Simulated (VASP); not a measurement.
Write the native input for VASP 6.6.1 that does the following.

| Property | Result |
| --- | --- |
| Task | relaxation of cell and atoms |
| Functional | PBE |
| Potentials or basis | VASP PAW PBE potentials, release 64 (Ta_pv, H) |
| Cutoff | 600 eV |
| k mesh | 18 × 18 × 18 |
| Occupations | gaussian, width 0.1 eV |
| Spin | no spin polarisation |
| Dipole correction | no |
| Further INCAR settings | ALGO = Normal; EDIFF = 1e-06; IBRION = 2; EDIFFG = -0.01; NSW = 100; ISIF = 3 |

The structure of TaH lies in POSCAR:

```
TaH
1.0
   -1.7172898423      1.7172898423      1.7647993527
    1.7172898423     -1.7172898423      1.7647993527
    1.7172898423      1.7172898423     -1.7647993527
Ta H
1 1
Direct
    0.0000000000      0.0000000000      0.0000000000
    0.2500000000      0.7500000000      0.5000000000
```

These files were run (other wordings do the same):

INCAR

```
SYSTEM = TaH
PREC = Accurate ; ENCUT = 600
EDIFF = 1E-6 ; ISMEAR = 0
SIGMA = 0.1 ; LREAL = .False.
LASPH = .True. ; NELM = 100
ALGO = Normal ; ISIF = 3
LWAVE = .False. ; LCHARG = .False.
GGA = PE ; IBRION = 2
NSW = 100 ; EDIFFG = -0.01
```

KPOINTS

```
regular mesh
0
Gamma
  18 18 18
  0 0 0
```

Potentials or basis: VASP PAW PBE potentials, release 64 (Ta_pv, H).

Command:

```console
$ cat potpaw_PBE.64/Ta_pv/POTCAR potpaw_PBE.64/H/POTCAR > POTCAR
$ mpirun -np 1 vasp_std > vasp.out
```

Results of the run:

* Relaxed volume: 10.38 Å³/atom
* Relaxed cell: a = 2.999 Å, b = 2.999 Å, c = 2.999 Å, α = 110.00°, β = 110.00°, γ = 108.43°
* Space group after relaxing (to 0.1 Å): I-4m2 (No. 119)
* Energy gained by relaxing: 0.2 meV/atom
* Ionic steps: 6
* Pressure after relaxing: 0.1 GPa
* Band gap on the k mesh: zero (bands 6 and 7 overlap by 3.51 eV)

Caveat: spin-orbit coupling is left out, which moves the levels of the heavy elements.

Run time: 110 s on 1 thread of Intel(R) Xeon(R) Platinum 8488C (Sapphire Rapids) (shared host), peak memory 0.27 GiB.
